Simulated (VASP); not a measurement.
Input of a VASP 6.6.1 run:

File INCAR:

```
SYSTEM = KCl
ALGO     = Normal         ! electronic algorithm
EDIFF    = 1E-7           ! SCF threshold, eV
ENCUT    = 520            ! plane-wave cutoff, eV
GGA      = PE             ! functional
ISIF     = 2              ! what is computed and relaxed
ISMEAR   = 0              ! smearing method
LASPH    = .TRUE.         ! aspherical terms in the spheres
LCHARG   = .TRUE.         ! write CHGCAR
LELF     = .TRUE.         ! ELF
LREAL    = .FALSE.        ! projectors in reciprocal space
LVHAR    = .TRUE.       
LWAVE    = .FALSE.        ! write WAVECAR
NBANDS   = 15             ! bands
NELM     = 60             ! most SCF steps
PREC     = Accurate       ! precision mode
SIGMA    = 0.01           ! smearing width, eV
```

File KPOINTS:

```
k-points
0
G
  4 4 4
  0 0 0
```

File POSCAR:

```
KCl
1.0
   -0.0853265229      3.1224187657      3.1224187657
    3.1224187657     -0.0853265229      3.1224187657
    3.1224187657      3.1224187657     -0.0853265229
K Cl
1 1
Direct
    0.0000000000      0.0000000000      0.0000000000
    0.5000000000      0.5000000000      0.5000000000
```

Potentials or basis: VASP PAW PBE potentials, release 64 (K_sv, Cl).

Run with:

```sh
$ cat potpaw_PBE.64/K_sv/POTCAR potpaw_PBE.64/Cl/POTCAR > POTCAR
$ mpirun -np 1 vasp_std > vasp.out
```

Task: Predict the band gap on the k mesh.

Result: 5.07 eV, direct.

Task: Predict the pressure.

Result: 0.4 GPa.

Stress tensor (GPa, compression positive):
```
0.43 0.16 0.16
0.16 0.43 0.16
0.16 0.16 0.43
```

Caveat: the k points lie up to 0.43 Å⁻¹ apart; the cell differs from its parent crystal (epitaxial 111 strain +2.0%).
